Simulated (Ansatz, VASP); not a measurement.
SnSe2 in VASP and in Ansatz

```
CELL_PARAMETERS angstrom
4.08728 0.00000 0.00000
-2.04364 3.53968 0.00000
0.00000 0.00000 6.27047
ATOMIC_POSITIONS crystal
Sn 0.00000 0.00000 0.00000
Se 0.33333 0.66667 0.22815
Se 0.66667 0.33333 0.77185
```

Alike in both runs: task single point; functional PBE; k mesh 12 × 12 × 4; occupations gaussian, width 0.05 eV; no spin polarisation.

```csv
,VASP,Ansatz
version,VASP 6.6.1,Ansatz 0.2.0
potentials or method,"VASP PAW PBE potentials, release 64 (Sn_d, Se), cutoff 520 eV","scalar-relativistic, plane waves, PAW"
valence electrons in the cell,26,46
```

|  | VASP | Ansatz | Ansatz less VASP |
| --- | --- | --- | --- |
| pressure (GPa) | -0.6 | -0.6 | -0.05 |
| traceless stress, the component that is largest in VASP (GPa) | 3.92 | 3.94 | +0.018 |
| rms of the force components (eV/Å) | 0.315 | 0.311 | -0.0040 |

Atom by atom the forces differ by 0.004 eV/Å (rms over components). VASP's potentials hold 26 valence electrons a cell and Ansatz's 46, so a difference there can come from the potentials and not from the codes.
